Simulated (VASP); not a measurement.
## Al2O3: single point with PBE

Al2O3:

```
Al O
1.0
     2.42695    1.40120    4.29172
    -2.42695    1.40120    4.29172
     0.00000   -2.80240    4.29172
Al O
4 6
Cartesian
  0.0000 0.0000 10.9813
  0.0000 0.0000 4.5437
  0.0000 0.0000 1.8939
  0.0000 0.0000 8.3314
  0.9454 -1.4012 5.3646
  -1.6862 -0.1182 5.3646
  -0.9454 1.4012 7.5105
  -0.7408 -1.5194 7.5105
  1.6862 0.1182 7.5105
  0.7408 1.5194 5.3646
```

This cell differs from its parent crystal: epitaxial xy strain +2.0%.

| Item | Value |
| --- | --- |
| Program | VASP 6.6.1 |
| Task | single point |
| Functional | PBE |
| Potentials or basis | VASP PAW PBE potentials, release 64 (Al, O) |
| Cutoff | 520 eV |
| k mesh | 6 × 6 × 6 |
| Occupations | fermi-dirac, width 0.02 eV |
| Spin | no spin polarisation |
| Dipole correction | no |
| Further INCAR settings | ALGO = Normal; EDIFF = 1e-06; NBANDS = 35 |

- Pressure: -0.3 GPa
- Largest force: 0.046 eV/Å
- Band gap on the k mesh: 5.62 eV, direct

Forces in eV/Å, atoms in the order of the input:
```
Al   0.000  0.000  0.046
Al   0.000  0.000  0.046
Al   0.000  0.000 -0.046
Al   0.000  0.000 -0.046
O   -0.023  0.000  0.000
O    0.012  0.020  0.000
O    0.023  0.000  0.000
O   -0.012  0.020  0.000
O   -0.012 -0.020  0.000
O    0.012 -0.020  0.000
```

Stress tensor (GPa, compression positive):
```
-3.64  0.00  0.00
 0.00 -3.64  0.00
 0.00  0.00  6.45
```

Levels at points of the mesh, in eV from the valence-band top:
| k point | band 20 | band 21 | band 22 | band 23 | band 24 | band 25 | band 26 | band 27 | band 28 | band 29 |
| --- | --- | --- | --- | --- | --- | --- | --- | --- | --- | --- |
| (0.00, 0.00, 0.00) | -0.64 | -0.64 | -0.27 | -0.27 | 0.00 | 5.62 | 8.52 | 10.26 | 10.89 | 11.44 |
| (0.50, 0.00, 0.00) | -1.39 | -1.00 | -1.00 | -0.36 | -0.36 | 8.88 | 8.88 | 9.25 | 9.25 | 11.25 |
| (0.50, 0.50, 0.00) | -1.32 | -1.15 | -1.07 | -0.76 | -0.35 | 9.06 | 9.28 | 9.31 | 9.94 | 10.69 |
| (0.50, 0.50, 0.50) | -2.02 | -0.60 | -0.60 | -0.60 | -0.60 | 8.06 | 8.06 | 10.69 | 10.69 | 11.70 |

Run time: 120 s on 1 thread of Intel Xeon 6975P-C, with other jobs on the host, peak memory 0.26 GiB.

Caveat: the cell differs from its parent crystal (epitaxial xy strain +2.0%). A k mesh can miss the band edges.
